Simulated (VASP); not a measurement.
Ga: single point with HSE06

The system is Ga.

```
CELL_PARAMETERS angstrom
1.45000 -4.06500 0.00000
1.45000 4.06500 0.00000
0.00000 0.00000 3.17000
ATOMIC_POSITIONS crystal
Ga 0.13300 0.86700 0.75000
Ga 0.86700 0.13300 0.25000
```

```
Program                            : VASP 6.6.1
Task                               : single point
Functional                         : HSE06
Potentials or basis                : VASP PAW PBE potentials, release 64 (Ga_d)
Cutoff                             : 520 eV
k mesh                             : 5 × 5 × 4
Occupations                        : fermi-dirac, width 0.05 eV
Spin                               : no spin polarisation
Dipole correction                  : no
Grid for exact exchange (PRECFOCK) : Normal
Further INCAR settings             : ALGO = Normal; EDIFF = 1e-06; NBANDS = 20
Share of exact exchange            : 0.25
Screening parameter                : 0.2079 1/Å
```

| Quantity | Value |
| --- | --- |
| Pressure | 0.3 GPa |
| Largest force | 0.404 eV/Å |
| Band gap on the k mesh | zero (bands 13 and 14 overlap by 9.18 eV) |

Forces in eV/Å, atoms in the order of the input:
```
Ga   0.000 -0.404  0.000
Ga   0.000  0.404  0.000
```

Stress tensor (GPa, compression positive):
```
-5.85  0.00  0.00
 0.00 -0.42  0.00
 0.00  0.00  7.27
```

Levels at points of the mesh, in eV from the Fermi level:
```csv
k point,band 9,band 10,band 11,band 12,band 13,band 14,band 15,band 16,band 17,band 18
"(0.00, 0.00, 0.00)",-18.03,-17.88,-12.99,-2.93,-1.88,2.95,6.69,8.39,9.34,11.08
"(0.00, 0.00, 0.50)",-17.96,-17.96,-8.71,-8.71,1.74,1.74,2.57,2.57,11.11,11.11
```

It took 84 min on 1 thread of Intel(R) Xeon(R) Platinum 8375C CPU @ 2.90GHz (Ice Lake) (shared host), peak memory 0.3 GiB.

Caveat: the k points lie up to 0.50 Å⁻¹ apart, too coarse for converged energies and pressures of a metal; the PAW data sets were made with another functional, which shifts forces and pressure a little.
